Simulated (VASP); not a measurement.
Mo, 1 atom in the cell. The structure is cubic, space group Im-3m (No. 229). Conventional cell: a = 2.565 Å, b = 2.565 Å, c = 2.565 Å, α = 90.00°, β = 90.00°, γ = 90.00°. Within 2.9 Å of Mo (site symmetry m-3m) lie 14 Mo at 2.22 to 2.56 Å.  This cell differs from its parent crystal: volume scaled by 0.55.

* Program: VASP 6.6.1
* Task: single point
* Functional: PBEsol
* Potentials or basis: VASP PAW PBE potentials, release 64 (Mo_sv)
* Cutoff: 520 eV
* k mesh: 17 × 17 × 17
* Occupations: fermi-dirac, width 0.08 eV
* Spin: no spin polarisation
* Dipole correction: no
* Further INCAR settings: ALGO = Normal; EDIFF = 1e-06; NBANDS = 13

Potentials or basis: VASP PAW PBE potentials, release 64 (Mo_sv).

Command:

```sh
$ cat potpaw_PBE.64/Mo_sv/POTCAR > POTCAR
$ mpirun -np 1 vasp_std > vasp.out
```

Hardware: 1 thread of Intel Xeon 8259CL, with other jobs on the host.

Estimate the wall time of this run.

Run time: 26 s on 1 thread of Intel Xeon 8259CL (shared host), peak memory 0.13 GiB. Counts: scf iterations 11, k points 165.
